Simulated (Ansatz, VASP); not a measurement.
**One calculation of SnSe, two programs**

```
Sn Se
1.0
     4.18990    0.00000    0.00000
     0.00000    4.18990    0.01571
     0.00000    0.04117   10.97962
Sn Se
2 2
Direct
  0.50000 0.00000 0.37816
  0.00000 0.50000 0.62184
  0.50000 0.00000 0.62178
  0.00000 0.50000 0.37822
```

Change from the starting cell: strain +0.0075 x Voigt [0, 0, 0, 1, 0, 0], atoms carried along.

Alike in both runs: task single point; functional LDA; k mesh 6 × 6 × 4; occupations gaussian, width 0.05 eV; no spin polarisation.

```csv
,VASP,Ansatz
version,VASP 6.6.1,Ansatz 0.2.0
potentials or method,"VASP PAW LDA potentials, release 64 (Sn_d, Se), cutoff 500 eV","scalar-relativistic, plane waves, PAW"
valence electrons in the cell,40,60
```

```csv
,VASP,Ansatz,Ansatz less VASP
gap on the k mesh at the Fermi level (eV),1.45,1.46,+0.017
least direct gap on the mesh (eV),1.50,1.52,+0.016
rms of the force components (eV/Å),0.017,0.009,-0.0079
```

LDA's correlation is that of Perdew and Zunger in VASP and of Perdew and Wang (1992) in Ansatz. Atom by atom the forces differ by 0.014 eV/Å (rms over components). VASP's potentials hold 40 valence electrons a cell and Ansatz's 60, so a difference there can come from the potentials and not from the codes. Ansatz's warnings: xc potential rough in thin density.
